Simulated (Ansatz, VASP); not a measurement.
One calculation of ZnO, two programs

File INCAR:

```
PREC     = Accurate       # precision mode
ENCUT    = 520            # plane-wave cutoff, eV
EDIFF    = 1E-6           # SCF threshold, eV
ISMEAR   = 0              # smearing method
SIGMA    = 0.05           # smearing width, eV
LREAL    = F              # projectors in reciprocal space
LASPH    = T              # aspherical terms in the spheres
NELM     = 80             # most SCF steps
ALGO     = Normal         # electronic algorithm
ISIF     = 2              # what is computed and relaxed
LWAVE    = F              # write WAVECAR
LCHARG   = F              # write CHGCAR
GGA      = PE             # functional
NBANDS   = 46             # bands
```

Contents of KPOINTS:

```
regular mesh
0
Gamma
  12 12 4
```

Contents of POSCAR:

```
ZnO
1.0
    3.2794753211      0.0000000000      0.0000000000
   -1.6397376605      2.8401089392      0.0000000000
    0.0000000000      0.0000000000     10.5862609252
Zn O
4 4
Direct
    0.3333333333      0.6666666667      0.0007513440
    0.3333333333      0.6666666667      0.5007513440
    0.6666666667      0.3333333333      0.2507513440
    0.6666666667      0.3333333333      0.7507513440
    0.3333333333      0.6666666667      0.1902986560
    0.3333333333      0.6666666667      0.6902986560
    0.6666666667      0.3333333333      0.4402986560
    0.6666666667      0.3333333333      0.9402986560
```

Input for Ansatz:

```yaml
crystal:
  lattice:
    - [3.2794753211, 0.0, 0.0]
    - [-1.6397376605, 2.8401089392, 0.0]
    - [0.0, 0.0, 10.5862609252]
  atoms:
    - { symbol: Zn, position: [0.3333333333, 0.6666666667, 0.000751344] }
    - { symbol: Zn, position: [0.3333333333, 0.6666666667, 0.500751344] }
    - { symbol: Zn, position: [0.6666666667, 0.3333333333, 0.250751344] }
    - { symbol: Zn, position: [0.6666666667, 0.3333333333, 0.750751344] }
    - { symbol: O, position: [0.3333333333, 0.6666666667, 0.190298656] }
    - { symbol: O, position: [0.3333333333, 0.6666666667, 0.690298656] }
    - { symbol: O, position: [0.6666666667, 0.3333333333, 0.440298656] }
    - { symbol: O, position: [0.6666666667, 0.3333333333, 0.940298656] }
basis:
  ecutwfc: 420
kpoints:
  mp_grid: { grid: [12, 12, 4] }
hamiltonian:
  xc: pbe
scf:
  occupations: { method: gaussian, width: 0.05 }
output:
  forces: true
  stress: true
  eigenvalues: true
  write_density: true
  write_potential: true
  elf: true
  volumetric_format: npy
```

Alike in both runs: task single point; functional PBE; k mesh 12 × 12 × 4; occupations gaussian, width 0.05 eV; no spin polarisation.

|  | VASP | Ansatz |
| --- | --- | --- |
| version | VASP 6.6.1 | Ansatz 0.2.0 |
| potentials or method | VASP PAW PBE potentials, release 64 (Zn, O), cutoff 520 eV | scalar-relativistic, plane waves, PAW |
| valence electrons in the cell | 72 | 72 |

VASP gave:

```
gap on the k mesh at the Fermi level (eV) : 0.73
least direct gap on the mesh (eV)         : 0.73
pressure (GPa)                            : 0.8
```

Question: Estimate Ansatz's values.

Answer: gap on the k mesh at the Fermi level (eV): 0.74; least direct gap on the mesh (eV): 0.74; pressure (GPa): 0.0.
